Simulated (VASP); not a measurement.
Runs of VASP 6.6.1 on Cd3HgTe4. The structure is that of space group P-43m (No. 215), or close to it. The cells are those of the table. 

```csv
cell,gap on the mesh (eV),pressure (GPa),largest force (eV/Å)
"a = 6.561 Å, 8 atoms",0.26,1.2,0.01
"a = 6.493 Å, 8 atoms",(c),2.6,-
"a = 6.758 Å, 8 atoms",0.03,-1.7,-
"a = 6.628 Å, 8 atoms",(a),(b),0.01
```

Alike in all rows: task single point; level PBE; potentials or basis VASP PAW PBE potentials, release 64 (Cd, Te, Hg); no spin polarisation; k mesh 4 × 4 × 4; cutoff (eV) 520; smearing gaussian 0.01 eV.

Problem. Fill in the values left out.

Solution. (a) 0.18; (b) 0.1; (c) 0.35.

Caveats: spin-orbit coupling is left out, which moves the levels of the heavy elements.

A k mesh can miss the band edges, and the runs leave out spin-orbit coupling on Cd, Hg, Te.
